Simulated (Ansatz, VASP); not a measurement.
# Zr: VASP beside Ansatz

```
Zr
1.0
     3.23188    0.00000    0.00000
    -1.61594    2.79889    0.00000
     0.00000    0.00000    5.17410
Zr
2
Direct
  0.33333 0.66667 0.25000
  0.66667 0.33333 0.75000
```

Alike in both runs: task single point; functional PBE; k mesh 11 × 11 × 6; occupations gaussian, width 0.01 eV; no spin polarisation.

|  | VASP | Ansatz |
| --- | --- | --- |
| version | VASP 6.6.1 | Ansatz 0.2.0 |
| potentials or method | VASP PAW PBE potentials, release 64 (Zr_sv), cutoff 520 eV | plane waves (420 eV) with PAW, scalar-relativistic |
| valence electrons in the cell | 24 | 24 |

|  | VASP | Ansatz | Ansatz less VASP |
| --- | --- | --- | --- |
| pressure (GPa) | 0.0 | -0.1 | -0.04 |
| traceless stress, the component that is largest in VASP (GPa) | -0.13 | -0.13 | +0.004 |

With one functional, cell and mesh, what is left measures potentials, basis and numerics.
